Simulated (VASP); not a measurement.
# Cu (I4/mmm) in VASP: further runs

Cu is run at these levels: r2SCAN; tasks: single point.

Program: VASP 6.6.1. These are calculated values, not measurements. Logs are shortened: lines on timing, memory, paths and dates and some standing lists are left out, and cuts for length are marked.

**1. The cell of the first run**

It takes space group I4/mmm (No. 139, tetragonal). Conventional cell: a = 2.895 Å, b = 2.895 Å, c = 2.656 Å, α = 90.00°, β = 90.00°, γ = 90.00°. Within 3.2 Å of Cu (site symmetry 4/mmm) lie 14 Cu at 2.44 to 2.90 Å.

**2. Single point, r2SCAN (strain along c alone, the other axes held: -3.0 %)**

POSCAR reads:

```
Cu
1.0
    2.8953822153      0.0000000000      0.0000000000
    0.0000000000      2.8953822153      0.0000000000
    0.0000000000      0.0000000000      2.6564692070
Cu
2
Direct
    0.0000000000      0.0000000000      0.0000000000
    0.5000000000      0.5000000000      0.5000000000
```

INCAR.step1 reads:

```
PREC     = Accurate       # precision mode
ENCUT    = 520            # plane-wave cutoff, eV
ISMEAR   = 0              # smearing method
SIGMA    = 0.1            # smearing width, eV
LREAL    = F              # projectors in reciprocal space
LASPH    = T              # aspherical terms in the spheres
NELM     = 100            # most SCF steps
NBANDS   = 18             # bands
GGA      = PE             # functional
ALGO     = Normal         # electronic algorithm
EDIFF    = 1E-4           # SCF threshold, eV
LWAVE    = T              # write WAVECAR
LCHARG   = F              # write CHGCAR
```

INCAR.step2 reads:

```
PREC     = Accurate       # precision mode
ENCUT    = 520            # plane-wave cutoff, eV
EDIFF    = 1E-7           # SCF threshold, eV
ISMEAR   = 0              # smearing method
SIGMA    = 0.1            # smearing width, eV
LREAL    = F              # projectors in reciprocal space
LASPH    = T              # aspherical terms in the spheres
NELM     = 100            # most SCF steps
ALGO     = Normal         # electronic algorithm
ISIF     = 2              # what is computed and relaxed
LWAVE    = F              # write WAVECAR
LCHARG   = F              # write CHGCAR
METAGGA  = R2SCAN         # meta-GGA
LMIXTAU  = T            
NBANDS   = 18             # bands
ISTART   = 1
```

KPOINTS reads:

```
regular mesh
0
Gamma
  18 18 18
```

Potentials or basis: VASP PAW PBE potentials, release 64 (Cu).

On the command line:

```
> cat potpaw_PBE.64/Cu/POTCAR > POTCAR
> cp INCAR.step1 INCAR
> mpirun -np 1 vasp_std > vasp.out
> cp INCAR.step2 INCAR
> mpirun -np 1 vasp_std > vasp.out
```

OUTCAR:

```text
PREC = Accurate
   ENCUT = 520
   EDIFF = 1E-7
   ISMEAR = 0
   LREAL = F
   LASPH = T
   NELM = 100
   ISIF = 2
   METAGGA = R2SCAN
   ISTART = 1

 ion  position               nearest neighbor table
   1  0.000  0.000  0.000-   2 2.44   2 2.44   2 2.44   2 2.44   2 2.44   2 2.44   2 2.44   2 2.44

   2  0.500  0.500  0.500-   1 2.44   1 2.44   1 2.44   1 2.44   1 2.44   1 2.44   1 2.44   1 2.44

  LATTYP: Found a simple tetragonal cell.
 ALAT       =     2.8953822153
 C/A-ratio  =     0.9174848118

  Lattice vectors:

 A1 = (   2.8953822153,   0.0000000000,   0.0000000000)
 A2 = (   0.0000000000,   2.8953822153,   0.0000000000)
 A3 = (   0.0000000000,   0.0000000000,   2.6564692070)

Analysis of symmetry for initial positions (statically):
=====================================================================
 Subroutine PRICEL returns following result:

  LATTYP: Found a body centered tetragonal cell.
 ALAT       =     2.8953822153
 C/A-ratio  =     0.9174848118

  Lattice vectors:

 A1 = (  -1.4476911077,  -1.4476911077,  -1.3282346035)
 A2 = (   1.4476911077,   1.4476911077,  -1.3282346035)
 A3 = (   1.4476911077,  -1.4476911077,   1.3282346035)

   2 primitive cells build up your supercell.

 Routine SETGRP: Setting up the symmetry group for a
 simple tetragonal supercell.

 Subroutine GETGRP returns: Found 16 space group operations
 (whereof 16 operations were pure point group operations)
 out of a pool of 16 trial point group operations.

The static configuration has the point symmetry D_4h.

Analysis of symmetry for dynamics (positions and initial velocities):
=====================================================================
 Subroutine PRICEL returns following result:

  LATTYP: Found a body centered tetragonal cell.
 ALAT       =     2.8953822153
 C/A-ratio  =     0.9174848118

  Lattice vectors:

 A1 = (  -1.4476911077,  -1.4476911077,  -1.3282346035)
 A2 = (   1.4476911077,   1.4476911077,  -1.3282346035)
 A3 = (   1.4476911077,  -1.4476911077,   1.3282346035)

   2 primitive cells build up your supercell.

 Routine SETGRP: Setting up the symmetry group for a
 simple tetragonal supercell.

 Subroutine GETGRP returns: Found 16 space group operations
[... 94 lines left out ...]
   ICHARG =      0    charge: 1-file 2-atom 10-const
   ISPIN  =      1    spin polarized calculation?
   LNONCOLLINEAR =      F non collinear calculations
   LSORBIT =      F    spin-orbit coupling
   LASPH  =      T    aspherical Exc in radial PAW
   ENCUT  =  520.0 eV  38.22 Ry    6.18 a.u.   5.38  5.38  4.94*2*pi/ulx,y,z
   NELM   =    100;   NELMIN=  2; NELMDL=  0     # of ELM steps
   EDIFF  = 0.1E-06   stopping-criterion for ELM
   LREAL  =      F    real-space projection
   EDIFFG = 0.1E-05   stopping-criterion for IOM
   NSW    =      0    number of steps for IOM
   IBRION =     -1    ionic relax: 0-MD 1-quasi-New 2-CG
   NFREE  =      0    steps in history (QN), initial steepest desc. (CG)
   ISIF   =      2    stress and relaxation
   ISYM   =      2    0-nonsym 1-usesym 2-fastsym
   POTIM  = 0.5000    time-step for ionic-motion
   TEBEG  =    0.0;   TEEND  =   0.0 temperature during run
   PSTRESS=    0.0 pullay stress
   NELECT =      22.0000    total number of electrons
   NUPDOWN=      -1.0000    fix difference up-down
   EMIN   =  10.00;   EMAX   =-10.00  energy-range for DOS
   EFERMI =   0.00;   METHOD = LEGACY
   ISMEAR =     0;   SIGMA  =   0.10  broadening in eV -4-tet -1-fermi 0-gaus
   EFERMI_NEDOS =   21; number of points for ismear=-14 and -15
   IALGO  =     38    algorithm
   IMIX   =      4    mixing-type and parameters
     AMIX     =   0.40;   BMIX     =  1.00
     AMIX_MAG =   1.60;   BMIX_MAG =  1.00
  volume/ion in A,a.u.               =      11.13        75.14
  Fermi-wavevector in a.u.,A,eV,Ry     =   1.630460  3.081123 36.169733  2.658400
  Thomas-Fermi vector in A             =   2.722758
   LORBIT       =      0    0 simple, 1 ext, 2 COOP (PROOUT), +10 PAW based schemes
   METAGGA = R2SCAN    functional components
   LHFCALC =     F    Hartree Fock is set to
   AEXX    =    0.0000 exact exchange contribution
   IVDW    =     0    specifies the selected vdW correction
   LEPSILON=     F    determine dielectric tensor
   LRPA    =     F    only Hartree local field effects (RPA)
 non-spin polarized calculation
 Gauss-broadening in eV      SIGMA  =   0.10
  energy-cutoff  :      520.00
  volume of cell :       22.27
 maximum number of plane-waves:       622
 NGX is ok and might be reduce to    24
   NGX = 11   NGY = 11   NGZ =  9

 number of electron      22.0000017 magnetization

 Free energy of the ion-electron system (eV)
  ---------------------------------------------------
  ext. energy  EPLUGINS =         0.00000000
  ---------------------------------------------------
  free energy    TOTEN  =       -21.56775476 eV

  energy without entropy =      -21.56458578  energy(sigma->0) =      -21.56617027

 E-fermi :   8.1608     XC(G=0): -14.1475

 val. band max:        8.1551431852   @ k =   0.3333   0.3333   0.3333
 cond. band min:       8.1669534226   @ k =   0.3889   0.2778   0.3333
 fundamental gap:      0.0118102374
 Fermi energy:         8.1608482295

 k-point     1 :       0.0000    0.0000    0.0000
  band No.  band energies     occupation
      1      -1.9947      2.00000
      2       2.9219      2.00000
      3       3.0113      2.00000
      4       4.5019      2.00000
      5       4.8813      2.00000
      6       4.8813      2.00000
[... 481 lines left out ...]
      5       4.7992      2.00000
      6       5.1593      2.00000
[... 10 lines left out ...]
     17      27.2427      0.00000
     18      29.9319      0.00000

 [... further k-points ...]

------------------------ aborting loop because EDIFF is reached ----------------------------------------

  FORCE on cell =-STRESS in cart. coord.  units (eV):
  Direction    XX          YY          ZZ          XY          YZ          ZX
  --------------------------------------------------------------------------------------
  -------------------------------------------------------------------------------------
  Total        0.8384859      0.8384859      0.9247234      0.0000000      0.0000000      0.0000000
  in kB       60.3239502     60.3239502     66.5282115      0.0000000      0.0000000      0.0000000
  external PRESSURE =      62.3920373 kB  Pullay stress =       0.0000000 kB

 VOLUME and BASIS-vectors are now :
 -----------------------------------------------------------------------------
  energy-cutoff  :      520.00
  volume of cell :       22.27
      direct lattice vectors                 reciprocal lattice vectors
     2.895382215  0.000000000  0.000000000     0.345377545  0.000000000  0.000000000
     0.000000000  2.895382215  0.000000000     0.000000000  0.345377545  0.000000000
     0.000000000  0.000000000  2.656469207     0.000000000  0.000000000  0.376439523

 POSITION                                       TOTAL-FORCE (eV/Angst)
 -----------------------------------------------------------------------------------
      0.00000      0.00000      0.00000         0.000000     -0.000000     -0.000000
      1.44769      1.44769      1.32823        -0.000000      0.000000      0.000000
 -----------------------------------------------------------------------------------
    total drift:                                0.000000      0.000000     -0.000000

  FREE ENERGIE OF THE ION-ELECTRON SYSTEM (eV)
  ---------------------------------------------------
  free  energy   TOTEN  =       -21.5677547646 eV

  energy  without entropy=      -21.5645857790  energy(sigma->0) =      -21.56617027
```

OUTCAR.step1:

```text
PREC = Accurate
   ENCUT = 520
   ISMEAR = 0
   LREAL = F
   LASPH = T
[... 747 lines left out ...]
 -----------------------------------------------------------------------------------
      0.00000      0.00000      0.00000         0.000000     -0.000000     -0.000000
      1.44769      1.44769      1.32823        -0.000000      0.000000      0.000000
 -----------------------------------------------------------------------------------
    total drift:                                0.000000      0.000000     -0.000000

  FREE ENERGIE OF THE ION-ELECTRON SYSTEM (eV)
  ---------------------------------------------------
  free  energy   TOTEN  =        -7.3146537027 eV

  energy  without entropy=       -7.3113812694  energy(sigma->0) =       -7.31301749
```

Run time: 6.4 min. Hardware: 1 thread of Intel Xeon Platinum 8488C (Sapphire Rapids), shared host; peak memory 0.28 GiB.

What came out:

| Item | Value |
| --- | --- |
| Free energy | -21.5678 eV |
| Pressure | 6.2 GPa |
| Band gap on the k mesh | zero (bands 11 and 12 overlap by 8.22 eV) |

Levels at points of the mesh, in eV from the Fermi level:
```tsv
k point	band 9	band 10	band 11	band 12	band 13	band 14
(0.00, 0.00, 0.00)	-1.72	-1.72	-1.61	7.78	7.78	11.42
(0.50, 0.00, 0.00)	-2.51	-2.51	-1.65	-1.65	14.46	14.46
(0.50, 0.50, 0.00)	-1.55	-1.55	-1.24	-1.24	4.27	4.27
(0.00, 0.00, 0.50)	-2.62	-2.62	-0.89	-0.89	15.48	15.48
(0.50, 0.00, 0.50)	-1.50	-1.50	-0.51	-0.51	5.29	5.29
(0.50, 0.50, 0.50)	-2.08	-2.08	6.57	6.57	7.20	7.20
```

Caveat: the cell differs from its parent crystal (strain along c alone, the other axes held: -3.0 %); the cell stands under pressure; the PAW data sets were made with another functional, which shifts forces and pressure a little.

**3. Single point, r2SCAN (strain along c alone, the other axes held: -2.0 %)**

POSCAR, as its differences from that of step 2:

```diff
@@ -4,3 +4,3 @@
     0.0000000000      2.8953822153      0.0000000000
-    0.0000000000      0.0000000000      2.6564692070
+    0.0000000000      0.0000000000      2.6838554875
 Cu
```

INCAR.step1 reads:

```
SYSTEM = Cu
ALGO = Normal
EDIFF = 1E-4
ENCUT = 520
GGA = PE
ISMEAR = 0
LASPH = .True.
LCHARG = .False.
LREAL = .False.
LWAVE = .True.
NBANDS = 18
NELM = 60
PREC = Accurate
SIGMA = 0.1
```

INCAR.step2 reads:

```
SYSTEM = Cu
ALGO = Normal
EDIFF = 1E-6
ENCUT = 520
ISIF = 2
ISMEAR = 0
ISTART = 1
LASPH = .True.
LCHARG = .False.
LMIXTAU = .True.
LREAL = .False.
LWAVE = .False.
METAGGA = R2SCAN
NBANDS = 18
NELM = 60
PREC = Accurate
SIGMA = 0.1
```

KPOINTS reads:

```
k-points
0
Gamma
  18 18 18
  0 0 0
```

Potentials or basis: VASP PAW PBE potentials, release 64 (Cu).

On the command line:

```
> cat potpaw_PBE.64/Cu/POTCAR > POTCAR
> cp INCAR.step1 INCAR
> mpirun -np 1 vasp_std > vasp.out
> cp INCAR.step2 INCAR
> mpirun -np 1 vasp_std > vasp.out
```

It took 6.1 min on 1 thread of Intel Xeon Platinum 8488C (Sapphire Rapids), shared host; peak memory 0.28 GiB.

The run converged. Its results:

| Quantity | Value |
| --- | --- |
| Free energy | -21.5758 eV |
| Pressure | 4.2 GPa |
| Band gap on the k mesh | zero (bands 11 and 12 overlap by 8.19 eV) |

Stress tensor (GPa, compression positive):
```
4.12 0.00 0.00
0.00 4.12 0.00
0.00 0.00 4.30
```

Levels at points of the mesh, in eV from the Fermi level:
```tsv
k point	band 9	band 10	band 11	band 12	band 13	band 14
(0.00, 0.00, 0.00)	-1.70	-1.70	-1.61	7.88	7.88	11.05
(0.50, 0.00, 0.00)	-2.48	-2.48	-1.61	-1.61	14.53	14.53
(0.50, 0.50, 0.00)	-1.53	-1.53	-1.15	-1.15	4.29	4.29
(0.00, 0.00, 0.50)	-2.58	-2.58	-0.95	-0.95	15.41	15.41
(0.50, 0.00, 0.50)	-1.48	-1.48	-0.51	-0.51	5.18	5.18
(0.50, 0.50, 0.50)	-2.07	-2.07	6.58	6.58	7.13	7.13
```

Caveat: the cell differs from its parent crystal (strain along c alone, the other axes held: -2.0 %); the cell stands under pressure; the PAW data sets were made with another functional, which shifts forces and pressure a little.
